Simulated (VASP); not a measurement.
# CsH5 (P6/mmm) in VASP: relaxation of cell and atoms with PBE

Aim: the relaxation of cell and atoms of CsH5 with PBE.

All numbers are computed with VASP 6.6.1; they aren't measurements. Logs are shortened: lines on timing, memory, paths and dates and some standing lists are left out, and cuts for length are marked.

**1. The cell of the first run**

The structure is hexagonal, space group P6/mmm (No. 191). Conventional cell: a = 3.958 Å, b = 3.958 Å, c = 5.534 Å, α = 90.00°, β = 90.00°, γ = 120.00°. Within 2.6 Å of Cs (site symmetry 6/mmm) lie 8 H at 1.98 to 2.06 Å. H (site symmetry mmm) has 2 Cs at 1.98 Å and 4 H at 1.98 Å within 2.6 Å. Within 1.9 Å of H (site symmetry 6mm) lie 1 H at 1.41 Å.

The cell was built from a structure type or drawn by symmetry, and may not be a known phase.

**2. Relaxation of cell and atoms, PBE**

Input file INCAR:

```
ALGO = Normal
EDIFF = 1E-7
EDIFFG = -0.04
ENCUT = 910
GGA = PE
GGA_COMPAT = F
IBRION = 2
ISIF = 3
ISMEAR = 0
LASPH = T
LCHARG = F
LREAL = F
LWAVE = F
NELM = 120
NELMIN = 4
NSW = 90
PREC = Accurate
SIGMA = 0.1
```

Input file KPOINTS:

```
k-points
0
Gamma
  6 6 4
```

Input file POSCAR:

```
CsH5
1.0
    3.9577432400      0.0000000000      0.0000000000
   -1.9788716200      3.4275061900      0.0000000000
    0.0000000000      0.0000000000      5.5335843500
Cs H
1 5
Direct
    0.0000000000      0.0000000000      0.0000000000
    0.5000000000      0.0000000000      0.0000000000
    0.0000000000      0.5000000000      0.0000000000
    0.5000000000      0.5000000000      0.0000000000
    0.0000000000      0.0000000000      0.3726795000
    0.0000000000      0.0000000000      0.6273205000
```

Potentials or basis: VASP PAW PBE potentials, release 64 (Cs_sv, H_h).

Command:

```
cat potpaw_PBE.64/Cs_sv/POTCAR potpaw_PBE.64/H_h/POTCAR > POTCAR
mpirun -np 1 vasp_std > vasp.out
```

OUTCAR:

```text
EDIFF = 1E-7
   EDIFFG = -0.04
   ENCUT = 910
   GGA = PE
   IBRION = 2
   ISIF = 3
   ISMEAR = 0
   LASPH = T
   LREAL = F
   NELM = 120
   NELMIN = 4
   NSW = 90
   PREC = Accurate

 ion  position               nearest neighbor table
   1  0.000  0.000  0.000-   2 1.98   2 1.98   4 1.98   3 1.98   3 1.98   4 1.98
   2  0.500  0.000  0.000-   1 1.98   1 1.98
   3  0.000  0.500  0.000-   1 1.98   1 1.98
   4  0.500  0.500  0.000-   1 1.98   1 1.98
   5  0.000  0.000  0.373-
   6  0.000  0.000  0.627-

  LATTYP: Found a hexagonal cell.
 ALAT       =     3.9577432400
 C/A-ratio  =     1.3981665850

  Lattice vectors:

 A1 = (   3.9577432400,   0.0000000000,   0.0000000000)
 A2 = (  -1.9788716200,   3.4275061900,   0.0000000000)
 A3 = (   0.0000000000,   0.0000000000,   5.5335843500)

Analysis of symmetry for initial positions (statically):
=====================================================================
 Subroutine PRICEL returns:
 Original cell was already a primitive cell.

 Routine SETGRP: Setting up the symmetry group for a
 hexagonal supercell.

 Subroutine GETGRP returns: Found 24 space group operations
 (whereof 24 operations were pure point group operations)
 out of a pool of 24 trial point group operations.

The static configuration has the point symmetry D_6h.

Analysis of symmetry for dynamics (positions and initial velocities):
=====================================================================
 Subroutine PRICEL returns:
 Original cell was already a primitive cell.

 Routine SETGRP: Setting up the symmetry group for a
 hexagonal supercell.

 Subroutine GETGRP returns: Found 24 space group operations
 (whereof 24 operations were pure point group operations)
 out of a pool of 24 trial point group operations.

The dynamic configuration has the point symmetry D_6h.

 Subroutine INISYM returns: Found 24 space group operations
 (whereof 24 operations are pure point group operations),
 and found     1 'primitive' translations

----------------------------------------------------------------------------------------

                                     Primitive cell

  volume of cell :      75.0641

  direct lattice vectors                    reciprocal lattice vectors
     3.957743240  0.000000000  0.000000000     0.252669246  0.145878657  0.000000000
    -1.978871620  3.427506190  0.000000000     0.000000000  0.291757314  0.000000000
     0.000000000  0.000000000  5.533584350     0.000000000  0.000000000  0.180714694

  length of vectors
     3.957743240  3.957743242  5.533584350     0.291757314  0.291757314  0.180714694

  position of ions in fractional coordinates (direct lattice)
     0.000000000  0.000000000  0.000000000
     0.500000000  0.000000000  0.000000000
[... 115 lines left out ...]
  energy-cutoff  :      910.00
  volume of cell :       75.06
 maximum number of plane-waves:      4707
 NGX is ok and might be reduce to    40
   NGX = 19   NGY = 19   NGZ = 27

--------------------------------------- Ionic step        1  -------------------------------------------

 number of electron      14.0000000 magnetization

 Free energy of the ion-electron system (eV)
  ---------------------------------------------------
  ext. energy  EPLUGINS =         0.00000000
  ---------------------------------------------------
  free energy    TOTEN  =        -7.28617245 eV

  energy without entropy =       -7.26615490  energy(sigma->0) =       -7.27616367

------------------------ aborting loop because EDIFF is reached ----------------------------------------

  FORCE on cell =-STRESS in cart. coord.  units (eV):
  Direction    XX          YY          ZZ          XY          YZ          ZX
  --------------------------------------------------------------------------------------
  -------------------------------------------------------------------------------------
  Total        8.9963839      8.9963839      2.3354493      0.0000000     -0.0000000      0.0000000
  in kB      192.0198670    192.0198673     49.8481031      0.0000000     -0.0000000      0.0000000
  external PRESSURE =     144.6292792 kB  Pullay stress =       0.0000000 kB
[... 101 lines left out ...]
  FREE ENERGIE OF THE ION-ELECTRON SYSTEM (eV)
  ---------------------------------------------------
  free  energy   TOTEN  =        71.2638988747 eV

  energy  without entropy=       71.2702745358  energy(sigma->0) =       71.26708671

 E-fermi :   0.4280     XC(G=0):  -6.9035

 val. band max:        0.4159500911   @ k =   0.3333   0.1667   0.5000
 cond. band min:       0.9748260340   @ k =   0.1667   0.1667   0.0000
 fundamental gap:      0.5588759429
 Fermi energy:         0.4279595816

 k-point     1 :       0.0000    0.0000    0.0000
  band No.  band energies     occupation
      1     -21.6165      2.00000
      2      -8.9761      2.00000
      3      -7.9729      2.00000
      4      -7.9729      2.00000
      5      -6.7906      2.00000
      6      -4.2695      2.00000
      7      -1.1982      2.00000
      8      -1.1982      2.00000
      9       4.2479      0.00000
     10       5.3616      0.00000
     11       6.6665      0.00000
[... 267 lines left out ...]
 k-point    21 :       0.3333    0.3333    0.5000
  band No.  band energies     occupation
      1     -21.3734      2.00000
      2      -9.8017      2.00000
      3      -9.8017      2.00000
      4      -9.5359      2.00000
      5      -4.7445      2.00000
      6       0.2114      1.99781
      7       0.3448      1.76052
      8       0.3448      1.76052
      9       1.5517      0.00000
     10       2.5805      0.00000
     11       2.5805      0.00000

[... ionic steps 4 to 29 ...]

--------------------------------------- Ionic step       30  -------------------------------------------

 number of electron      14.0000001 magnetization

------------------------ aborting loop because EDIFF is reached ----------------------------------------
[... 75 lines left out ...]
--------------------------------------- Ionic step       32  -------------------------------------------

 number of electron      14.0000001 magnetization

 Free energy of the ion-electron system (eV)
  ---------------------------------------------------
  ext. energy  EPLUGINS =         0.00000000
  ---------------------------------------------------
  free energy    TOTEN  =       -12.81383776 eV

  energy without entropy =      -12.80823285  energy(sigma->0) =      -12.81103530

 E-fermi :  -3.0119     XC(G=0):  -4.8597

 val. band max:       -3.0336142124   @ k =   0.0000   0.0000   0.5000
 cond. band min:      -2.8290873582   @ k =   0.1667   0.0000   0.0000
 fundamental gap:      0.2045268543
 Fermi energy:        -3.0118658540

 k-point     1 :       0.0000    0.0000    0.0000
  band No.  band energies     occupation
      1     -23.2809      2.00000
      2     -10.3272      2.00000
      3     -10.0714      2.00000
      4     -10.0714      2.00000
      5      -9.1522      2.00000
      6      -5.4254      2.00000
      7      -3.0357      1.26372
      8      -3.0357      1.26372
      9       1.5047      0.00000
     10       1.5707      0.00000
     11       3.9724      0.00000
[... 311 lines left out ...]
  FREE ENERGIE OF THE ION-ELECTRON SYSTEM (eV)
  ---------------------------------------------------
  free  energy   TOTEN  =       -12.8138377573 eV

  energy  without entropy=      -12.8082328512  energy(sigma->0) =      -12.81103530

 reached required accuracy - stopping structural energy minimisation
```

OSZICAR:

```text
N       E                     dE             d eps       ncg     rms          rms(c)
DAV:   1     0.805781609307E+02    0.80578E+02   -0.84423E+03   462   0.170E+03
DAV:   2    -0.199744076517E+01   -0.82576E+02   -0.77471E+02   688   0.197E+02
DAV:   3    -0.860291063173E+01   -0.66055E+01   -0.64477E+01   562   0.625E+01
[... 367 lines left out ...]
DAV:   4    -0.128138387992E+02    0.70518E-06   -0.93283E-06   474   0.243E-02    0.649E-03
DAV:   5    -0.128138386540E+02    0.14520E-06   -0.59206E-06   504   0.158E-02    0.209E-03
DAV:   6    -0.128138383803E+02    0.27374E-06   -0.32302E-07   456   0.485E-03    0.161E-03
DAV:   7    -0.128138377266E+02    0.65365E-06   -0.87588E-07   462   0.516E-03    0.871E-04
DAV:   8    -0.128138377573E+02   -0.30678E-07   -0.84776E-08   333   0.214E-03
  32 F= -.12813838E+02 E0= -.12811035E+02  d E =-.306397E-03
```

CONTCAR:

```text
CsH5
   1.00000000000000
     5.3633953712507312   -0.0000000000000000   -0.0000000000000000
    -2.6816976856253656    4.6448366473971694    0.0000000000000000
    -0.0000000000000000   -0.0000000000000000    7.1845154075623281
  Cs              H
     1     5
Direct
     0.0000000000000000    0.0000000000000000    0.0000000000000000
     0.5000000000000000    0.0000000000000000    0.0000000000000000
     0.0000000000000000    0.5000000000000000    0.0000000000000000
     0.5000000000000000    0.5000000000000000    0.0000000000000000
     0.0000000000000000    0.0000000000000000    0.4476055836864007
     1.0000000000000000    0.0000000000000000    0.5523944163135996

  0.00000000E+00  0.00000000E+00  0.00000000E+00
  0.00000000E+00  0.00000000E+00  0.00000000E+00
  0.00000000E+00  0.00000000E+00  0.00000000E+00
  0.00000000E+00  0.00000000E+00  0.00000000E+00
  0.00000000E+00  0.00000000E+00  0.00000000E+00
  0.00000000E+00  0.00000000E+00  0.00000000E+00
```

It took 11 min on 1 thread of Intel Xeon Platinum 8375C at 2.90GHz (Ice Lake), shared host; peak memory 0.32 GiB.

Results:

* Free energy: -12.8138 eV
* Relaxed volume: 29.83 Å³/atom
* Relaxed cell: a = 5.363 Å, b = 5.363 Å, c = 7.185 Å, α = 90.00°, β = 90.00°, γ = 120.00°
* Space group after relaxing (to 0.1 Å): P6/mmm (No. 191)
* Pressure after relaxing: -0.1 GPa
* Largest force after relaxing: 0.009 eV/Å
* Band gap on the k mesh: zero (filled and empty bands overlap)

Forces in eV/Å, atoms in the order of the input:
```
Cs   0.000  0.000  0.000
H    0.000  0.000  0.000
H    0.000  0.000  0.000
H    0.000  0.000  0.000
H    0.000  0.000 -0.009
H    0.000  0.000  0.009
```

Final structure:
```yaml
crystal:
  lattice:
    - [5.36340, 0.00000, 0.00000]
    - [-2.68170, 4.64484, 0.00000]
    - [0.00000, 0.00000, 7.18452]
  atoms:
    - { symbol: Cs, position: [0.00000, 0.00000, 0.00000] }
    - { symbol: H, position: [0.50000, 0.00000, 0.00000] }
    - { symbol: H, position: [0.00000, 0.50000, 0.00000] }
    - { symbol: H, position: [0.50000, 0.50000, 0.00000] }
    - { symbol: H, position: [0.00000, 0.00000, 0.44761] }
    - { symbol: H, position: [0.00000, 0.00000, 0.55239] }
```

Caveat: the volume moved by over 15 % at a fixed basis, so the end points are rough; spin-orbit coupling is left out, which moves the levels of the heavy elements.
